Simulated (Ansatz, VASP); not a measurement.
**One calculation of SiW6, two programs**

INCAR

```
SYSTEM = SiW6
  ALGO = Normal
  DIPOL = 0.5 0.5 0.322
  EDIFF = 1E-6
  ENCUT = 520
  GGA = PE
  IDIPOL = 3
  ISIF = 2
  ISMEAR = 0
  IVDW = 12
  LASPH = .True.
  LCHARG = .False.
  LDIPOL = .True.
  LREAL = .False.
  LWAVE = .False.
  NBANDS = 53
  NELM = 100
  PREC = Accurate
  SIGMA = 0.1
```

Contents of KPOINTS:

```
k-points
0
Gamma
  6 6 1
  0 0 0
```

POSCAR

```
SiW6
1.0
    4.4682526324      0.0000000000      0.0000000000
   -2.2341263162      3.8696202902      0.0000000000
    0.0000000000      0.0000000000     21.7259061349
W Si
6 1
Direct
    0.6666666667      0.3333333333      0.1841119986
    0.3333333333      0.6666666667      0.2260931360
    0.0000000000      0.0000000000      0.2680742733
    0.6666666667      0.3333333333      0.3070897866
    0.3333333333      0.6666666667      0.3466976876
    0.0000000000      0.0000000000      0.3832248047
    0.0000000000      0.4444444444      0.5397200035
```

Input for Ansatz:

```yaml
crystal:
  lattice:
    - [4.4682526324, 0.0, 0.0]
    - [-2.2341263162, 3.8696202902, 0.0]
    - [0.0, 0.0, 21.7259061349]
  atoms:
    - { symbol: W, position: [0.6666666667, 0.3333333333, 0.1841119986] }
    - { symbol: W, position: [0.3333333333, 0.6666666667, 0.226093136] }
    - { symbol: W, position: [0.0, 0.0, 0.2680742733] }
    - { symbol: W, position: [0.6666666667, 0.3333333333, 0.3070897866] }
    - { symbol: W, position: [0.3333333333, 0.6666666667, 0.3466976876] }
    - { symbol: W, position: [0.0, 0.0, 0.3832248047] }
    - { symbol: Si, position: [0.0, 0.4444444444, 0.5397200035] }
basis:
  ecutwfc: 420
kpoints:
  mp_grid: { grid: [6, 6, 1] }
hamiltonian:
  xc: pbe
  pseudopotentials: { kind: paw, azcp: { folder: soft_1 } }
  dispersion: d3bj
scf:
  occupations: { method: gaussian, width: 0.1 }
output:
  forces: true
  eigenvalues: true
efield:
  axis: 3
  dipole_correction: true
  ramp_width: 0.04
```

Alike in both runs: task single point; functional PBE; dispersion D3(BJ); k mesh 6 × 6 × 1; occupations gaussian, width 0.1 eV; no spin polarisation.

```csv
,VASP,Ansatz
version,VASP 6.6.1,Ansatz 0.2.0
potentials or method,"VASP PAW PBE potentials, release 64 (W_sv, Si), cutoff 520 eV","scalar-relativistic, plane waves, PAW"
valence electrons in the cell,88,88
```

Ansatz gave:

* gap on the k mesh at the Fermi level (eV): none
* rms of the force components (eV/Å): 1.586

Estimate VASP's values.

gap on the k mesh at the Fermi level (eV): none; rms of the force components (eV/Å): 1.597.

Atom by atom the forces differ by 0.021 eV/Å (rms over components). A gap of «none» marks a metal or a gap that the smearing closes. Ansatz's warnings: dispersion switch in reach, vacuum below fermi.

Spin-orbit coupling is off throughout.
